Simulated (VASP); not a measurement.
# Zr (I4_1/amd) in VASP: a series of runs

The runs below take Zr through relaxation of shape and atoms at fixed volume, with PBE.

Program: VASP 6.6.1. These are calculated values, not measurements. Logs are shortened: lines on timing, memory, paths and dates and some standing lists are left out, and cuts for length are marked.

## Step 1: The cell of the first run

It takes space group I4_1/amd (No. 141, tetragonal). The conventional cell has a = 5.155 Å, b = 5.155 Å, c = 2.842 Å, α = 90.00°, β = 90.00°, γ = 90.00°. Within 3.5 Å of Zr (site symmetry -4m2) lie 10 Zr at 2.67 to 3.34 Å.

## Step 2: Relaxation of shape and atoms at fixed volume, PBE

The input, INCAR:

```
SYSTEM = Zr
PREC     = Accurate       ! precision mode
ENCUT    = 500            ! plane-wave cutoff, eV
EDIFF    = 1E-7           ! SCF threshold, eV
ISMEAR   = -1             ! smearing method
SIGMA    = 0.1            ! smearing width, eV
LREAL    = .FALSE.        ! projectors in reciprocal space
LASPH    = .TRUE.         ! aspherical terms in the spheres
NELM     = 120            ! most SCF steps
ALGO     = Normal         ! electronic algorithm
ISIF     = 4              ! what is computed and relaxed
LWAVE    = .FALSE.        ! write WAVECAR
LCHARG   = .FALSE.        ! write CHGCAR
GGA      = PE             ! functional
IBRION   = 2              ! ionic algorithm
NSW      = 50             ! ionic steps
EDIFFG   = -0.005         ! ionic threshold
GGA_COMPAT= .FALSE.      
NELMIN   = 4
```

The input, KPOINTS:

```
regular mesh
0
G
  14 14 14
  0 0 0
```

The input, POSCAR:

```
Zr
1.0
   -2.5776541573      2.5776541573      1.4210377072
    2.5776541573     -2.5776541573      1.4210377072
    2.5776541573      2.5776541573     -1.4210377072
Zr
2
Direct
   -0.3750000000     -0.1250000000     -0.2500000000
    0.3750000000      0.1250000000      0.2500000000
```

Potentials or basis: VASP PAW PBE potentials, release 64 (Zr_sv).

Run with:

```sh
$ cat potpaw_PBE.64/Zr_sv/POTCAR > POTCAR
$ mpirun -np 1 vasp_std > vasp.out
```

OUTCAR:

```text
SYSTEM = Zr
   PREC = Accurate
   ENCUT = 500
   EDIFF = 1E-7
   ISMEAR = -1
   LREAL = .FALSE.
   LASPH = .TRUE.
   NELM = 120
   ISIF = 4
   GGA = PE
   IBRION = 2
   NSW = 50
   EDIFFG = -0.005
   NELMIN = 4

 ion  position               nearest neighbor table
   1  0.625  0.875  0.750-   2 2.67   2 2.67   2 2.67   2 2.67   2 3.34   2 3.34   2 3.34   2 3.34

   2  0.375  0.125  0.250-   1 2.67   1 2.67   1 2.67   1 2.67   1 3.34   1 3.34   1 3.34   1 3.34

  LATTYP: Found a body centered tetragonal cell.
 ALAT       =     5.1553083146
 C/A-ratio  =     0.5512910656

  Lattice vectors:

 A1 = (  -2.5776541573,   2.5776541573,   1.4210377072)
 A2 = (   2.5776541573,  -2.5776541573,   1.4210377072)
 A3 = (   2.5776541573,   2.5776541573,  -1.4210377072)

Analysis of symmetry for initial positions (statically):
=====================================================================
 Subroutine PRICEL returns:
 Original cell was already a primitive cell.

 Routine SETGRP: Setting up the symmetry group for a
 body centered tetragonal supercell.

 Subroutine GETGRP returns: Found 16 space group operations
 (whereof  4 operations were pure point group operations)
 out of a pool of 16 trial point group operations.

The static configuration has the point symmetry C_2h.
 The point group associated with its full space group is D_4h.

Analysis of symmetry for dynamics (positions and initial velocities):
=====================================================================
 Subroutine PRICEL returns:
 Original cell was already a primitive cell.

 Routine SETGRP: Setting up the symmetry group for a
 body centered tetragonal supercell.

 Subroutine GETGRP returns: Found 16 space group operations
 (whereof  4 operations were pure point group operations)
 out of a pool of 16 trial point group operations.

The dynamic configuration has the point symmetry C_2h.
 The point group associated with its full space group is D_4h.

 Subroutine INISYM returns: Found 16 space group operations
 (whereof  4 operations are pure point group operations),
 and found     1 'primitive' translations

----------------------------------------------------------------------------------------

                                     Primitive cell

  volume of cell :      37.7672

  direct lattice vectors                    reciprocal lattice vectors
    -2.577654157  2.577654157  1.421037707     0.000000000  0.193974820  0.351855547
     2.577654157 -2.577654157  1.421037707     0.193974820  0.000000000  0.351855547
     2.577654157  2.577654157 -1.421037707     0.193974820  0.193974820  0.000000000

  length of vectors
     3.912537549  3.912537549  3.912537549     0.401781728  0.401781728  0.274321821

  position of ions in fractional coordinates (direct lattice)
     0.625000000  0.875000000  0.750000000
     0.375000000  0.125000000  0.250000000

  ion indices of the primitive-cell ions
   primitive index   ion index
                 1           1
                 2           2

----------------------------------------------------------------------------------------

 KPOINTS: regular mesh

Automatic generation of k-mesh.
 Grid dimensions read from file:
 generate k-points for:   14   14   14

 Generating k-lattice:

  Cartesian coordinates                     Fractional coordinates (reciprocal lattice)
     0.000000000  0.013855344  0.025132539     0.071428571  0.000000000  0.000000000
     0.013855344  0.000000000  0.025132539     0.000000000  0.071428571  0.000000000
     0.013855344  0.013855344  0.000000000     0.000000000  0.000000000  0.071428571

  Length of vectors
     0.028698695  0.028698695  0.019594416

  Shift w.r.t. Gamma in fractional coordinates (k-lattice)
     0.000000000  0.000000000  0.000000000

 Subroutine IBZKPT returns following result:
 ===========================================

 Found    244 irreducible k-points:

 Following reciprocal coordinates:
            Coordinates               Weight
  0.000000  0.000000  0.000000      1.000000
  0.071429  0.000000 -0.000000      8.000000
  0.142857 -0.000000  0.000000      8.000000
  0.214286  0.000000 -0.000000      8.000000
  0.285714  0.000000 -0.000000      8.000000
  0.357143  0.000000 -0.000000      8.000000
[... 16 lines left out ...]
  0.214286  0.142857 -0.000000     16.000000
  0.285714  0.142857  0.000000     16.000000
 [... further k-points ...]
   k-points           NKPTS =    244   k-points in BZ     NKDIM =    244   number of bands    NBANDS=     16
   number of dos      NEDOS =    301   number of ions     NIONS =      2
   total plane-waves  NPLWV =  27000
   dimension x,y,z NGX =    30 NGY =   30 NGZ =   30
   dimension x,y,z NGXF=    60 NGYF=   60 NGZF=   60
   ions per type =               2
   NGX,Y,Z   is equivalent  to a cutoff of  12.75, 12.75, 12.75 a.u.
   NGXF,Y,Z  is equivalent  to a cutoff of  25.49, 25.49, 25.49 a.u.
 SYSTEM =  Zr
   PREC   = accura    normal or accurate (medium, high low for compatibility)
   ISTART =      0    job   : 0-new  1-cont  2-samecut
   ICHARG =      2    charge: 1-file 2-atom 10-const
   ISPIN  =      1    spin polarized calculation?
   LNONCOLLINEAR =      F non collinear calculations
   LSORBIT =      F    spin-orbit coupling
   LASPH  =      T    aspherical Exc in radial PAW
   ENCUT  =  500.0 eV  36.75 Ry    6.06 a.u.   7.13  7.13  7.13*2*pi/ulx,y,z
   NELM   =    120;   NELMIN=  4; NELMDL= -5     # of ELM steps
   EDIFF  = 0.1E-06   stopping-criterion for ELM
   LREAL  =      F    real-space projection
   EDIFFG = -.5E-02   stopping-criterion for IOM
   NSW    =     50    number of steps for IOM
   IBRION =      2    ionic relax: 0-MD 1-quasi-New 2-CG
   NFREE  =      1    steps in history (QN), initial steepest desc. (CG)
   ISIF   =      4    stress and relaxation
   ISYM   =      2    0-nonsym 1-usesym 2-fastsym
   POTIM  = 0.5000    time-step for ionic-motion
   TEBEG  =    0.0;   TEEND  =   0.0 temperature during run
   PSTRESS=    0.0 pullay stress
   NELECT =      24.0000    total number of electrons
   NUPDOWN=      -1.0000    fix difference up-down
   EMIN   =  10.00;   EMAX   =-10.00  energy-range for DOS
   EFERMI =   0.00;   METHOD = LEGACY
   ISMEAR =    -1;   SIGMA  =   0.10  broadening in eV -4-tet -1-fermi 0-gaus
   EFERMI_NEDOS =   21; number of points for ismear=-14 and -15
   IALGO  =     38    algorithm
   IMIX   =      4    mixing-type and parameters
     AMIX     =   0.40;   BMIX     =  1.00
     AMIX_MAG =   1.60;   BMIX_MAG =  1.00
  volume/ion in A,a.u.               =      18.88       127.43
  Fermi-wavevector in a.u.,A,eV,Ry     =   1.407474  2.659740 26.952899  1.980982
  Thomas-Fermi vector in A             =   2.529729
   LORBIT       =      0    0 simple, 1 ext, 2 COOP (PROOUT), +10 PAW based schemes
   GGA     = PE    functional components
   LHFCALC =     F    Hartree Fock is set to
   AEXX    =    0.0000 exact exchange contribution
   IVDW    =     0    specifies the selected vdW correction
   LEPSILON=     F    determine dielectric tensor
   LRPA    =     F    only Hartree local field effects (RPA)
 conjugate gradient relaxation of ions
 non-spin polarized calculation
  energy-cutoff  :      500.00
  volume of cell :       37.77
 maximum number of plane-waves:       975
 NGX is ok and might be reduce to    30
   NGX = 15   NGY = 15   NGZ = 15

--------------------------------------- Ionic step        1  -------------------------------------------

 number of electron      24.0000000 magnetization

 Free energy of the ion-electron system (eV)
  ---------------------------------------------------
  ext. energy  EPLUGINS =         0.00000000
  ---------------------------------------------------
  free energy    TOTEN  =       -15.45627427 eV

  energy without entropy =      -15.37459125  energy(sigma->0) =      -15.41543276

------------------------ aborting loop because EDIFF is reached ----------------------------------------

  FORCE on cell =-STRESS in cart. coord.  units (eV):
  Direction    XX          YY          ZZ          XY          YZ          ZX
  --------------------------------------------------------------------------------------
  -------------------------------------------------------------------------------------
  Total        6.1332433      6.1332433      6.3722456      0.0000000     -0.0000000     -0.0000000
  in kB      260.1871745    260.1871745    270.3262384      0.0000000     -0.0000000     -0.0000000
  external PRESSURE =     263.5668625 kB  Pullay stress =       0.0000000 kB

 VOLUME and BASIS-vectors are now :
 -----------------------------------------------------------------------------
  energy-cutoff  :      500.00
  volume of cell :       37.77
      direct lattice vectors                 reciprocal lattice vectors
    -2.577654157  2.577654157  1.421037707     0.000000000  0.193974820  0.351855547
     2.577654157 -2.577654157  1.421037707     0.193974820  0.000000000  0.351855547
     2.577654157  2.577654157 -1.421037707     0.193974820  0.193974820  0.000000000
[... 37 lines left out ...]
 POSITION                                       TOTAL-FORCE (eV/Angst)
 -----------------------------------------------------------------------------------
      2.57271      1.28636      1.06988        -0.000000     -0.000000      0.000000
      0.00000      1.28636      0.35663         0.000000      0.000000     -0.000000
 -----------------------------------------------------------------------------------
    total drift:                                0.000000     -0.000000      0.000000

  FREE ENERGIE OF THE ION-ELECTRON SYSTEM (eV)
  ---------------------------------------------------
  free  energy   TOTEN  =       -15.4568263847 eV

  energy  without entropy=      -15.3745408700  energy(sigma->0) =      -15.41568363

--------------------------------------- Ionic step        3  -------------------------------------------

 number of electron      24.0000000 magnetization

 Free energy of the ion-electron system (eV)
  ---------------------------------------------------
  ext. energy  EPLUGINS =         0.00000000
  ---------------------------------------------------
  free energy    TOTEN  =       -15.45685005 eV

  energy without entropy =      -15.37443309  energy(sigma->0) =      -15.41564157

 E-fermi :  11.0302     XC(G=0): -12.0262

 val. band max:       11.0291255731   @ k =   0.1429   0.0714   0.0000
 cond. band min:      11.0322374431   @ k =  -0.1429  -0.4286   0.1429
 fundamental gap:      0.0031118699
 Fermi energy:        11.0302268259

 k-point     1 :       0.0000    0.0000    0.0000
  band No.  band energies     occupation
      1     -37.3316      2.00000
      2     -36.5834      2.00000
      3     -16.1120      2.00000
      4     -16.1120      2.00000
      5     -14.2861      2.00000
      6     -14.2576      2.00000
[... 8 lines left out ...]
     15      14.6696      0.00000
     16      14.8262      0.00000
[... 419 lines left out ...]
 k-point    24 :       0.2857    0.1429    0.0000
  band No.  band energies     occupation
      1     -36.9916      2.00000
      2     -36.5921      2.00000
      3     -16.0672      2.00000
      4     -15.8375      2.00000
      5     -15.5872      2.00000
      6     -15.3207      2.00000
[... 8 lines left out ...]
     15      13.3784      0.00000
     16      16.0242      0.00000

 [... further k-points ...]

------------------------ aborting loop because EDIFF is reached ----------------------------------------

  FORCE on cell =-STRESS in cart. coord.  units (eV):
  Direction    XX          YY          ZZ          XY          YZ          ZX
  --------------------------------------------------------------------------------------
  -------------------------------------------------------------------------------------
  Total        6.2106961      6.2106961      6.2132013      0.0000000      0.0000000     -0.0000000
  in kB      263.4729137    263.4729137    263.5791875      0.0000000      0.0000000     -0.0000000
  external PRESSURE =     263.5083383 kB  Pullay stress =       0.0000000 kB

 VOLUME and BASIS-vectors are now :
 -----------------------------------------------------------------------------
  energy-cutoff  :      500.00
  volume of cell :       37.77
      direct lattice vectors                 reciprocal lattice vectors
    -2.571579866  2.571579866  1.427758860     0.000000000  0.194433005  0.350199192
     2.571579866 -2.571579866  1.427758860     0.194433005  0.000000000  0.350199192
     2.571579866  2.571579866 -1.427758860     0.194433005  0.194433005  0.000000000

 POSITION                                       TOTAL-FORCE (eV/Angst)
 -----------------------------------------------------------------------------------
      2.57158      1.28579      1.07082         0.000000     -0.000000      0.000000
     -0.00000      1.28579      0.35694        -0.000000      0.000000     -0.000000
 -----------------------------------------------------------------------------------
    total drift:                                0.000000     -0.000000      0.000000

  FREE ENERGIE OF THE ION-ELECTRON SYSTEM (eV)
  ---------------------------------------------------
  free  energy   TOTEN  =       -15.4568500493 eV

  energy  without entropy=      -15.3744330895  energy(sigma->0) =      -15.41564157

 reached required accuracy - stopping structural energy minimisation
```

Wall time 6.2 min (1 thread of Intel Xeon Platinum 8259CL at 2.50GHz (Skylake/Cascade Lake), shared host); peak memory 0.26 GiB.

Results:

```
Free energy               : -15.4569 eV
Energy gained by relaxing : 0.3 meV/atom
Ionic steps               : 3
Pressure after relaxing   : 26.4 GPa
Band gap on the k mesh    : zero (bands 12 and 13 overlap by 1.33 eV)
```

The path:
```
step  energy change (eV)  largest force (eV/Å)  pressure (GPa)  volume (Å³)
   1              0.0000                0.0000           26.36        37.77
   2             -0.0006                0.0000           26.35        37.77
   3             -0.0006                0.0000           26.35        37.77
```

Final structure:
```yaml
crystal:
  lattice:
    - [-2.57158, 2.57158, 1.42776]
    - [2.57158, -2.57158, 1.42776]
    - [2.57158, 2.57158, -1.42776]
  atoms:
    - { symbol: Zr, position: [0.62500, 0.87500, 0.75000] }
    - { symbol: Zr, position: [0.37500, 0.12500, 0.25000] }
```

## Step 3: Relaxation of shape and atoms at fixed volume, PBE

This run uses another cell than the first one, of 21.24 Å³/atom.

The input, INCAR:

```
PREC     = Accurate       # precision mode
ENCUT    = 500            # plane-wave cutoff, eV
EDIFF    = 1E-7           # SCF threshold, eV
ISMEAR   = -1             # smearing method
SIGMA    = 0.1            # smearing width, eV
LREAL    = F              # projectors in reciprocal space
LASPH    = T              # aspherical terms in the spheres
NELM     = 120            # most SCF steps
ALGO     = Normal         # electronic algorithm
ISIF     = 4              # what is computed and relaxed
LWAVE    = F              # write WAVECAR
LCHARG   = F              # write CHGCAR
GGA      = PE             # functional
IBRION   = 2              # ionic algorithm
NSW      = 50             # ionic steps
EDIFFG   = -0.005         # ionic threshold
GGA_COMPAT= F            
NELMIN   = 4
```

The input, KPOINTS:

```
Automatic mesh
0
Gamma
  14 14 14
```

The input, POSCAR:

```
Zr
1.0
   -2.6808683570      2.6808683570      1.4779387733
    2.6808683570     -2.6808683570      1.4779387733
    2.6808683570      2.6808683570     -1.4779387733
Zr
2
Direct
   -0.3750000000     -0.1250000000     -0.2500000000
    0.3750000000      0.1250000000      0.2500000000
```

Potentials or basis: VASP PAW PBE potentials, release 64 (Zr_sv).

Run with:

```sh
$ cat potpaw_PBE.64/Zr_sv/POTCAR > POTCAR
$ mpirun -np 1 vasp_std > vasp.out
```

Run time: 5 min. Hardware: 1 thread of Intel Xeon Platinum 8259CL at 2.50GHz (Skylake/Cascade Lake), shared host; peak memory 0.27 GiB.

It converged, with:

```yaml
Free_energy: -15.9769 eV
Energy_gained_by_relaxing: 0.1 meV/atom
Ionic_steps: 3
Pressure_after_relaxing: 10.1 GPa
Band_gap_on_the_k_mesh: zero (bands 12 and 13 overlap by 1.05 eV)
```

Step by step:
| step | energy change (eV) | largest force (eV/Å) | pressure (GPa) | volume (Å³) |
| --- | --- | --- | --- | --- |
| 1 | 0.0000 | 0.0000 | 10.14 | 42.49 |
| 2 | -0.0002 | 0.0000 | 10.14 | 42.49 |
| 3 | -0.0003 | 0.0000 | 10.14 | 42.49 |

Final structure:
```
Zr
1.0
    -2.67626    2.67626    1.48304
     2.67626   -2.67626    1.48304
     2.67626    2.67626   -1.48304
Zr
2
Cartesian
  2.6763 1.3381 1.1123
  0.0000 1.3381 0.3708
```

Levels at points of the mesh, in eV from the Fermi level:
```csv
k point,band 8,band 9,band 10,band 11,band 12,band 13,band 14,band 15,band 16
"(0.00, 0.00, 0.00)",-25.60,-5.20,-3.39,-1.32,-0.82,0.06,3.42,3.42,3.52
"(0.50, 0.00, 0.00)",-25.54,-2.53,-2.52,-1.05,-0.17,1.54,1.73,1.99,3.55
"(0.50, 0.50, 0.00)",-25.59,-2.56,-2.56,-0.61,-0.61,0.94,0.94,2.59,2.59
"(0.50, 0.50, 0.50)",-25.42,-2.24,-2.24,0.09,0.09,1.13,1.13,3.07,3.07
```
